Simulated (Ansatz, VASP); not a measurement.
# AlClF2 in VASP and in Ansatz

```
Al Cl F
1.0
     3.73185    0.00000    0.00000
    -1.86592    3.23187    0.00000
     0.00000    0.00000    6.88268
Al Cl F
1 1 2
Direct
  0.00000 0.00000 0.50000
  0.00000 0.00000 0.00000
  0.00000 0.00000 0.26797
  0.00000 0.00000 0.73203
```

Alike in both runs: task single point; functional PBE; k mesh 6 × 6 × 4; occupations gaussian, width 0.1 eV; no spin polarisation.

|  | VASP | Ansatz |
| --- | --- | --- |
| version | VASP 6.6.1 | Ansatz 0.2.0 |
| potentials or method | VASP PAW PBE potentials, release 64 (Al, Cl, F), cutoff 520 eV | scalar-relativistic, plane waves, PAW |
| valence electrons in the cell | 24 | 24 |

|  | VASP | Ansatz | Ansatz less VASP |
| --- | --- | --- | --- |
| gap on the k mesh at the Fermi level (eV) | none | none | - |
| pressure (GPa) | 16.0 | 15.9 | -0.07 |
| traceless stress, the component that is largest in VASP (GPa) | 35.92 | 35.36 | -0.564 |
| rms of the force components (eV/Å) | 0.602 | 0.478 | -0.1237 |

Atom by atom the forces differ by 0.124 eV/Å (rms over components). A gap of «none» marks a metal or a gap that the smearing closes. The functional is the same, so the differences come from potentials, cutoffs and numerics.
